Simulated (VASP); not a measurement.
# Sc (I4/mmm) in VASP: a series of runs

Sc is run at these levels: r2SCAN; tasks: single point.

Program: VASP 6.6.1. These are calculated values, not measurements. Logs are shortened: lines on timing, memory, paths and dates and some standing lists are left out, and cuts for length are marked.

## 1. The cell of the first run

The structure is tetragonal, space group I4/mmm (No. 139). The conventional cell has a = 3.211 Å, b = 3.211 Å, c = 4.904 Å, α = 90.00°, β = 90.00°, γ = 90.00°. Sc (site symmetry 4/mmm) has 12 Sc at 3.21 to 3.34 Å within 4.2 Å.

## 2. Single point, r2SCAN (strain +0.000 along x and y, +0.080 along z)

POSCAR reads:

```
Sc
1.0
    0.0000000000      2.2705000000      2.4521400000
    2.2705000000      0.0000000000      2.4521400000
    2.2705000000      2.2705000000      0.0000000000
Sc
1
Direct
    0.0000000000      0.0000000000      0.0000000000
```

INCAR.step1 reads:

```
SYSTEM = Sc
PREC = Accurate
ENCUT = 520
ISMEAR = 0
SIGMA = 0.15
LREAL = .False.
LASPH = .True.
NELM = 60
NBANDS = 12
GGA = PE
ALGO = Normal
EDIFF = 1E-4
LWAVE = .True.
LCHARG = .False.
```

INCAR.step2 reads:

```
SYSTEM = Sc
PREC = Accurate
ENCUT = 520
EDIFF = 1E-6
ISMEAR = 0
SIGMA = 0.15
LREAL = .False.
LASPH = .True.
NELM = 60
ALGO = Normal
ISIF = 2
LWAVE = .False.
LCHARG = .False.
METAGGA = R2SCAN
LMIXTAU = .True.
NBANDS = 12
ISTART = 1
```

KPOINTS reads:

```
regular mesh
0
Gamma
  18 18 18
  0 0 0
```

Potentials or basis: VASP PAW PBE potentials, release 64 (Sc_sv).

Started as:

```
$ cat potpaw_PBE.64/Sc_sv/POTCAR > POTCAR
$ cp INCAR.step1 INCAR
$ mpirun -np 1 vasp_std > vasp.out
$ cp INCAR.step2 INCAR
$ mpirun -np 1 vasp_std > vasp.out
```

OUTCAR:

```text
SYSTEM = Sc
   PREC = Accurate
   ENCUT = 520
   EDIFF = 1E-6
   ISMEAR = 0
   LREAL = .False.
   LASPH = .True.
   NELM = 60
   ISIF = 2
   METAGGA = R2SCAN
   ISTART = 1

 ion  position               nearest neighbor table
   1  0.000  0.000  0.000-

  LATTYP: Found a body centered tetragonal cell.
 ALAT       =     3.2109718934
 C/A-ratio  =     1.5273506474

  Lattice vectors:

 A1 = (  -2.2705000000,   0.0000000000,   2.4521400000)
 A2 = (   2.2705000000,   0.0000000000,   2.4521400000)
 A3 = (   0.0000000000,   2.2705000000,  -2.4521400000)

Analysis of symmetry for initial positions (statically):
=====================================================================
 Subroutine PRICEL returns:
 Original cell was already a primitive cell.

 Routine SETGRP: Setting up the symmetry group for a
 body centered tetragonal supercell.

 Subroutine GETGRP returns: Found 16 space group operations
 (whereof 16 operations were pure point group operations)
 out of a pool of 16 trial point group operations.

The static configuration has the point symmetry D_4h.

Analysis of symmetry for dynamics (positions and initial velocities):
=====================================================================
 Subroutine PRICEL returns:
 Original cell was already a primitive cell.

 Routine SETGRP: Setting up the symmetry group for a
 body centered tetragonal supercell.

 Subroutine GETGRP returns: Found 16 space group operations
 (whereof 16 operations were pure point group operations)
 out of a pool of 16 trial point group operations.

The dynamic configuration has the point symmetry D_4h.

 Subroutine INISYM returns: Found 16 space group operations
 (whereof 16 operations are pure point group operations),
 and found     1 'primitive' translations

----------------------------------------------------------------------------------------

                                     Primitive cell

  volume of cell :      25.2824

  direct lattice vectors                    reciprocal lattice vectors
     0.000000000  2.270500000  2.452140000    -0.220215811  0.220215811  0.203903529
     2.270500000  0.000000000  2.452140000     0.220215811 -0.220215811  0.203903529
     2.270500000  2.270500000  0.000000000     0.220215811  0.220215811 -0.203903529

  length of vectors
     3.341879835  3.341879835  3.210971893     0.372245425  0.372245425  0.372245425

  position of ions in fractional coordinates (direct lattice)
     0.000000000  0.000000000  0.000000000

  ion indices of the primitive-cell ions
[... 83 lines left out ...]
   TEBEG  =    0.0;   TEEND  =   0.0 temperature during run
   PSTRESS=    0.0 pullay stress
   NELECT =      11.0000    total number of electrons
   NUPDOWN=      -1.0000    fix difference up-down
   EMIN   =  10.00;   EMAX   =-10.00  energy-range for DOS
   EFERMI =   0.00;   METHOD = LEGACY
   ISMEAR =     0;   SIGMA  =   0.15  broadening in eV -4-tet -1-fermi 0-gaus
   EFERMI_NEDOS =   21; number of points for ismear=-14 and -15
   IALGO  =     38    algorithm
   IMIX   =      4    mixing-type and parameters
     AMIX     =   0.40;   BMIX     =  1.00
     AMIX_MAG =   1.60;   BMIX_MAG =  1.00
  volume/ion in A,a.u.               =      25.28       170.61
  Fermi-wavevector in a.u.,A,eV,Ry     =   1.240508  2.344221 20.937469  1.538861
  Thomas-Fermi vector in A             =   2.374946
   LORBIT       =      0    0 simple, 1 ext, 2 COOP (PROOUT), +10 PAW based schemes
   METAGGA = R2SCAN    functional components
   LHFCALC =     F    Hartree Fock is set to
   AEXX    =    0.0000 exact exchange contribution
   IVDW    =     0    specifies the selected vdW correction
   LEPSILON=     F    determine dielectric tensor
   LRPA    =     F    only Hartree local field effects (RPA)
 non-spin polarized calculation
 Gauss-broadening in eV      SIGMA  =   0.15
  energy-cutoff  :      520.00
  volume of cell :       25.28
 maximum number of plane-waves:       694
 NGX is ok and might be reduce to    28
   NGX = 13   NGY = 13   NGZ = 11

 number of electron      11.0000000 magnetization

 Free energy of the ion-electron system (eV)
  ---------------------------------------------------
  ext. energy  EPLUGINS =         0.00000000
  ---------------------------------------------------
  free energy    TOTEN  =       -11.30315239 eV

  energy without entropy =      -11.28041555  energy(sigma->0) =      -11.29178397

 E-fermi :   3.6283     XC(G=0): -10.5008

 val. band max:        3.6225203747   @ k =  -0.2778   0.3889   0.1111
 cond. band min:       3.6296212971   @ k =  -0.2778   0.2778   0.0556
 fundamental gap:      0.0071009223
 Fermi energy:         3.6283375550

 k-point     1 :       0.0000    0.0000    0.0000
  band No.  band energies     occupation
      1     -48.0151      2.00000
      2     -25.4688      2.00000
      3     -25.4688      2.00000
      4     -25.4431      2.00000
      5      -1.8859      2.00000
      6       5.0839      0.00000
      7       5.5623      0.00000
      8       5.5624      0.00000
      9       6.4864      0.00000
     10       7.0362      0.00000
     11      16.5604      0.00000
     12      19.2494      0.00000
[... 331 lines left out ...]
 k-point    24 :      -0.2222    0.0556    0.0000
  band No.  band energies     occupation
      1     -47.9868      2.00000
      2     -25.6600      2.00000
      3     -25.4851      2.00000
      4     -25.4787      2.00000
      5      -0.3793      2.00000
      6       4.4660      0.00000
      7       5.3397      0.00000
      8       5.8803      0.00000
      9       6.6821      0.00000
     10       6.9050      0.00000
     11      14.4461      0.00000
     12      16.7948      0.00000

 [... further k-points ...]

------------------------ aborting loop because EDIFF is reached ----------------------------------------

  FORCE on cell =-STRESS in cart. coord.  units (eV):
  Direction    XX          YY          ZZ          XY          YZ          ZX
  --------------------------------------------------------------------------------------
  -------------------------------------------------------------------------------------
  Total        0.0326642      0.0326642     -0.1893161      0.0000000      0.0000000      0.0000000
  in kB        2.0699744      2.0699744    -11.9972005      0.0000000      0.0000000      0.0000000
  external PRESSURE =      -2.6190839 kB  Pullay stress =       0.0000000 kB

 VOLUME and BASIS-vectors are now :
 -----------------------------------------------------------------------------
  energy-cutoff  :      520.00
  volume of cell :       25.28
      direct lattice vectors                 reciprocal lattice vectors
     0.000000000  2.270500000  2.452140000    -0.220215811  0.220215811  0.203903529
     2.270500000  0.000000000  2.452140000     0.220215811 -0.220215811  0.203903529
     2.270500000  2.270500000  0.000000000     0.220215811  0.220215811 -0.203903529

 POSITION                                       TOTAL-FORCE (eV/Angst)
 -----------------------------------------------------------------------------------
      0.00000      0.00000      0.00000        -0.000000      0.000000     -0.000000
 -----------------------------------------------------------------------------------
    total drift:                                0.000000     -0.000000     -0.000000

  FREE ENERGIE OF THE ION-ELECTRON SYSTEM (eV)
  ---------------------------------------------------
  free  energy   TOTEN  =       -11.3031523935 eV

  energy  without entropy=      -11.2804155538  energy(sigma->0) =      -11.29178397
```

OUTCAR.step1:

```text
SYSTEM = Sc
   PREC = Accurate
   ENCUT = 520
   ISMEAR = 0
   LREAL = .False.
   LASPH = .True.
   NELM = 60
[... 578 lines left out ...]
 -----------------------------------------------------------------------------------
      0.00000      0.00000      0.00000        -0.000000      0.000000     -0.000000
 -----------------------------------------------------------------------------------
    total drift:                                0.000000     -0.000000     -0.000000

  FREE ENERGIE OF THE ION-ELECTRON SYSTEM (eV)
  ---------------------------------------------------
  free  energy   TOTEN  =        -6.2010377827 eV

  energy  without entropy=       -6.1771627473  energy(sigma->0) =       -6.18910026
```

OSZICAR.step1:

```text
N       E                     dE             d eps       ncg     rms          rms(c)
DAV:   1     0.745199019181E+02    0.74520E+02   -0.50815E+03 11552   0.887E+02
DAV:   2    -0.545940881282E+01   -0.79979E+02   -0.78448E+02 11520   0.285E+02
DAV:   3    -0.690033721749E+01   -0.14409E+01   -0.14135E+01 15392   0.501E+01
DAV:   4    -0.692439238149E+01   -0.24055E-01   -0.24021E-01 14528   0.519E+00
DAV:   5    -0.692476059581E+01   -0.36821E-03   -0.36820E-03 15320   0.598E-01    0.522E+00
DAV:   6    -0.628483745616E+01    0.63992E+00   -0.96909E-01 17388   0.140E+01    0.152E+00
DAV:   7    -0.620620349777E+01    0.78634E-01   -0.18767E-01 18348   0.583E+00    0.618E-01
DAV:   8    -0.620220052038E+01    0.40030E-02   -0.20144E-02 15204   0.207E+00    0.213E-01
DAV:   9    -0.620105703313E+01    0.11435E-02   -0.40811E-03 17152   0.896E-01    0.372E-02
DAV:  10    -0.620103778267E+01    0.19250E-04   -0.15107E-04 13356   0.155E-01
   1 F= -.62010378E+01 E0= -.61891003E+01  d E =-.238750E-01
```

It took 6.1 min on 1 thread of Intel Xeon Platinum 8375C at 2.90GHz (Ice Lake), shared host; peak memory 0.26 GiB.

Results:

| Item | Value |
| --- | --- |
| Free energy | -11.3032 eV |
| Pressure | -0.3 GPa |
| Band gap on the k mesh | zero (an odd number of electrons rules out a gap without spin polarisation) |

Stress tensor (GPa, compression positive):
```
 0.21  0.00  0.00
 0.00  0.21  0.00
 0.00  0.00 -1.20
```

Levels at points of the mesh, in eV from the Fermi level:
```csv
k point,band 2,band 3,band 4,band 5,band 6,band 7,band 8,band 9
"(0.00, 0.00, 0.00)",-29.10,-29.10,-29.07,-5.51,1.46,1.93,1.93,2.86
"(0.50, 0.00, 0.00)",-29.47,-29.14,-29.13,-1.80,0.02,1.40,1.90,3.91
"(0.50, 0.50, 0.00)",-29.41,-29.20,-29.20,-1.59,-0.41,1.03,4.04,4.23
"(0.50, 0.00, 0.50)",-29.46,-29.28,-29.19,-1.51,-0.59,2.20,4.00,4.04
```

Caveat: the cell differs from its parent crystal (strain +0.000 along x and y, +0.080 along z); the PAW data sets were made with another functional, which shifts forces and pressure a little.

## 3. Single point, r2SCAN (strain +0.040 along x and y, +0.000 along z)

POSCAR reads:

```
Sc
1.0
    0.0000000000      2.3613200000      2.2705000000
    2.3613200000      0.0000000000      2.2705000000
    2.3613200000      2.3613200000      0.0000000000
Sc
1
Direct
    0.0000000000      0.0000000000      0.0000000000
```

INCAR.step1 reads:

```
SYSTEM = Sc
ALGO = Normal
EDIFF = 1E-4
ENCUT = 520
GGA = PE
ISMEAR = 0
LASPH = .TRUE.
LCHARG = .FALSE.
LREAL = .FALSE.
LWAVE = .TRUE.
NBANDS = 12
NELM = 60
PREC = Accurate
SIGMA = 0.15
```

INCAR.step2 reads:

```
SYSTEM = Sc
ALGO = Normal
EDIFF = 1E-6
ENCUT = 520
ISIF = 2
ISMEAR = 0
ISTART = 1
LASPH = .TRUE.
LCHARG = .FALSE.
LMIXTAU = .TRUE.
LREAL = .FALSE.
LWAVE = .FALSE.
METAGGA = R2SCAN
NBANDS = 12
NELM = 60
PREC = Accurate
SIGMA = 0.15
```

KPOINTS reads:

```
k-points
0
G
  18 18 18
  0 0 0
```

Potentials or basis: VASP PAW PBE potentials, release 64 (Sc_sv).

Started as:

```
$ cat potpaw_PBE.64/Sc_sv/POTCAR > POTCAR
$ cp INCAR.step1 INCAR
$ mpirun -np 1 vasp_std > vasp.out
$ cp INCAR.step2 INCAR
$ mpirun -np 1 vasp_std > vasp.out
```

Wall time 4.8 min (1 thread of Intel Xeon Platinum 8375C at 2.90GHz (Ice Lake), shared host); peak memory 0.26 GiB.

It converged, with:

```yaml
Free_energy: -11.3074 eV
Pressure: -0.2 GPa
Band_gap_on_the_k_mesh: zero (an odd number of electrons rules out a gap without spin polarisation)
```

Stress tensor (GPa, compression positive):
```
-0.42  0.00  0.00
 0.00 -0.42  0.00
 0.00  0.00  0.11
```

Levels at points of the mesh, in eV from the Fermi level:
```
           k point  band 1  band 2  band 3  band 4  band 5  band 6  band 7  band 8  band 9  band 10
(0.00, 0.00, 0.00)  -51.64  -29.09  -29.08  -29.08   -5.52    1.69    1.69    1.91    3.03     3.29
(0.50, 0.00, 0.00)  -51.58  -29.46  -29.14  -29.13   -1.80    0.01    1.51    1.79    3.96     4.10
(0.50, 0.50, 0.00)  -51.56  -29.44  -29.23  -29.23   -1.49   -0.63    2.20    4.04    4.25     4.25
(0.50, 0.00, 0.50)  -51.57  -29.43  -29.23  -29.19   -1.54   -0.50    1.58    4.03    4.15     4.33
```

Caveat: the cell differs from its parent crystal (strain +0.040 along x and y, +0.000 along z); the PAW data sets were made with another functional, which shifts forces and pressure a little.

## 4. Single point, r2SCAN (strain -0.080 along x and y, +0.000 along z)

POSCAR reads:

```
Sc
1.0
    0.0000000000      2.0888600000      2.2705000000
    2.0888600000      0.0000000000      2.2705000000
    2.0888600000      2.0888600000      0.0000000000
Sc
1
Direct
    0.0000000000      0.0000000000      0.0000000000
```

INCAR.step1 reads:

```
ALGO     = Normal         # electronic algorithm
EDIFF    = 1E-4           # SCF threshold, eV
ENCUT    = 520            # plane-wave cutoff, eV
GGA      = PE             # functional
ISMEAR   = 0              # smearing method
LASPH    = True           # aspherical terms in the spheres
LCHARG   = False          # write CHGCAR
LREAL    = False          # projectors in reciprocal space
LWAVE    = True           # write WAVECAR
NBANDS   = 12             # bands
NELM     = 80             # most SCF steps
PREC     = Accurate       # precision mode
SIGMA    = 0.15           # smearing width, eV
```

INCAR.step2 reads:

```
ALGO     = Normal         # electronic algorithm
EDIFF    = 1E-6           # SCF threshold, eV
ENCUT    = 520            # plane-wave cutoff, eV
ISIF     = 2              # what is computed and relaxed
ISMEAR   = 0              # smearing method
ISTART   = 1            
LASPH    = True           # aspherical terms in the spheres
LCHARG   = False          # write CHGCAR
LMIXTAU  = True         
LREAL    = False          # projectors in reciprocal space
LWAVE    = False          # write WAVECAR
METAGGA  = R2SCAN         # meta-GGA
NBANDS   = 12             # bands
NELM     = 80             # most SCF steps
PREC     = Accurate       # precision mode
SIGMA    = 0.15           # smearing width, eV
```

KPOINTS reads:

```
k-points
0
Gamma
  18 18 18
```

Started as:

```
$ cat potpaw_PBE.64/Sc_sv/POTCAR > POTCAR
$ cp INCAR.step1 INCAR
$ mpirun -np 1 vasp_std > vasp.out
$ cp INCAR.step2 INCAR
$ mpirun -np 1 vasp_std > vasp.out
```

It took 6.8 min on 1 thread of Intel Xeon 8259CL, shared host; peak memory 0.23 GiB.

Results (log left out):

| Quantity | Value |
| --- | --- |
| Free energy | -11.0510 eV |
| Pressure | 17.5 GPa |
| Band gap on the k mesh | zero (an odd number of electrons rules out a gap without spin polarisation) |

Stress tensor (GPa, compression positive):
```
17.72  0.00  0.00
 0.00 17.72  0.00
 0.00  0.00 16.95
```

Levels at points of the mesh, in eV from the Fermi level:
```csv
k point,band 3,band 4,band 5,band 6,band 7,band 8
"(0.00, 0.00, 0.00)",-28.23,-28.21,-5.90,1.68,2.34,2.34
"(0.50, 0.00, 0.00)",-28.36,-28.29,-2.11,0.66,1.56,2.28
"(0.50, 0.50, 0.00)",-28.46,-28.46,-2.13,-0.76,1.89,5.25
"(0.50, 0.00, 0.50)",-28.63,-28.46,-2.17,-1.06,3.45,5.16
```

Caveat: the cell differs from its parent crystal (strain -0.080 along x and y, +0.000 along z); the cell stands under pressure; the PAW data sets were made with another functional, which shifts forces and pressure a little.

(Continued in part 2 of 2.)
